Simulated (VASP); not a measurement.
Set up this calculation in VASP 6.6.1, as the native input.

```yaml
Task: electric field gradients
Functional: PBE
Potentials_or_basis: VASP PAW PBE potentials, release 64 (Sn_d)
Cutoff: 520 eV
k_mesh: 16 × 16 × 16
Occupations: fermi-dirac, width 0.05 eV
Spin: no spin polarisation
Dipole_correction: no
Further_INCAR_settings: ALGO = Normal; EDIFF = 1e-08; NBANDS = 13
```

The structure of Sn lies in POSCAR:

```
Sn
1.0
   -2.0291894110      2.0291894110      1.6607599896
    2.0291894110     -2.0291894110      1.6607599896
    2.0291894110      2.0291894110     -1.6607599896
Sn
1
Direct
    0.0000000000      0.0000000000      0.0000000000
```

The input as run:

INCAR

```
SYSTEM = Sn
PREC = Accurate ; ENCUT = 520
EDIFF = 1E-8 ; ISMEAR = -1
SIGMA = 0.05 ; LREAL = .FALSE.
LASPH = .TRUE. ; NELM = 60
ALGO = Normal ; ISIF = 2
LWAVE = .FALSE. ; LCHARG = .FALSE.
GGA = PE ; LEFG = .TRUE.
NBANDS = 13
```

KPOINTS

```
regular mesh
0
G
  16 16 16
  0 0 0
```

Potentials or basis: VASP PAW PBE potentials, release 64 (Sn_d).

Command:

```bash
$ cat potpaw_PBE.64/Sn_d/POTCAR > POTCAR
$ mpirun -np 1 vasp_std > vasp.out
```

Results of the run:

```
Pressure               : 0.9 GPa
Band gap on the k mesh : zero (band 7 reaches 14.75 eV, above the bottom of band 8 at 5.85 eV)
```

Caveat: without QUAD_EFG the Cq values of the log hold for a quadrupole moment of 1 mb, not for the nuclei; spin-orbit coupling is left out, which moves the levels of the heavy elements.

Wall time 85 s on 1 thread of Intel(R) Xeon(R) Platinum 8488C (Sapphire Rapids), with other jobs on the host, peak memory 0.25 GiB.
